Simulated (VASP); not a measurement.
A run of VASP 6.6.1:

INCAR

```
SYSTEM = Si4HC4
ALGO = Normal ; DIPOL = 0.5 0.5 0.321
EDIFF = 1E-6 ; ENCUT = 520
GGA = PE ; IDIPOL = 3
ISIF = 2 ; ISMEAR = 0
ISPIN = 2 ; LASPH = .TRUE.
LCHARG = .FALSE. ; LDIPOL = .TRUE.
LORBIT = 11 ; LREAL = .FALSE.
LWAVE = .FALSE. ; MAGMOM = 0 0 0 0 0 0 0 0 1
NBANDS = 30 ; NELM = 150
PREC = Accurate ; SIGMA = 0.05
```

Contents of KPOINTS:

```
k-points
0
G
  9 5 1
  0 0 0
```

The input POSCAR:

```
Si4HC4
1.0
    3.0920147307      0.0000000000      0.0000000000
    0.0000000000      5.0738209340      0.0000000000
    0.0000000000      0.0000000000     18.9686857191
Si C H
4 4 1
Direct
    0.0000000000      0.9954360513      0.2108738612
    0.5000000000      0.4954360513      0.2579297186
    0.5000000000      0.9936728499      0.3565277206
    0.0000000000      0.4650509319      0.3853429995
    0.0000000000      0.6195639487      0.2108738612
    0.5000000000      0.1195639487      0.2579297186
    0.5000000000      0.6250367811      0.3569005390
    0.0000000000      0.1238202602      0.3937376490
    0.3333333333      0.2904869269      0.4575590421
```

Potentials or basis: VASP PAW PBE potentials, release 64 (Si, C, H).

The run is started by

```sh
$ cat potpaw_PBE.64/Si/POTCAR potpaw_PBE.64/C/POTCAR potpaw_PBE.64/H/POTCAR > POTCAR
$ mpirun -np 1 vasp_std > vasp.out
```

Hardware: 1 thread of Intel(R) Xeon(R) Platinum 8488C (Sapphire Rapids), with other jobs on the host.

How long does it take, and how much memory?

Wall time 12 min on 1 thread of Intel(R) Xeon(R) Platinum 8488C (Sapphire Rapids) (shared host), peak memory 0.64 GiB. Counts: scf iterations 29, k points 23.
